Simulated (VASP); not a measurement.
HgTe:

```
Hg Te
1.0
     3.05121   -3.53493    0.00000
     3.05121    3.53493    0.00000
     0.00000    0.00000    5.91188
Hg Te
2 2
Direct
  0.65695 0.34305 0.25000
  0.34305 0.65695 0.75000
  0.21519 0.78481 0.25000
  0.78481 0.21519 0.75000
```

Base run:

```yaml
Program: VASP 6.6.1
Functional: PBE
Potentials_or_basis: VASP PAW PBE potentials, release 64 (Hg, Te)
Cutoff: 520 eV
k_mesh: 6 × 6 × 5
Occupations: fermi-dirac, width 0.05 eV
Spin: no spin polarisation
```

Its results: band gap on the k mesh zero (band 18 reaches 3.55 eV, above the bottom of band 19 at 1.74 eV); pressure -2.3 GPa; largest force 0.227 eV/Å.

**Question.** The run is repeated on the same cell with these changes: functional from PBE to LDA; potentials or basis from VASP PAW PBE potentials, release 64 (Hg, Te) to VASP PAW LDA potentials, release 64 (Hg, Te). What comes out?

**Answer.** Band gap on the k mesh zero (band 18 reaches 3.35 eV, above the bottom of band 19 at 1.53 eV); pressure -6.4 GPa; largest force 0.388 eV/Å.

Caveats: spin-orbit coupling is left out, which moves the levels of the heavy elements.
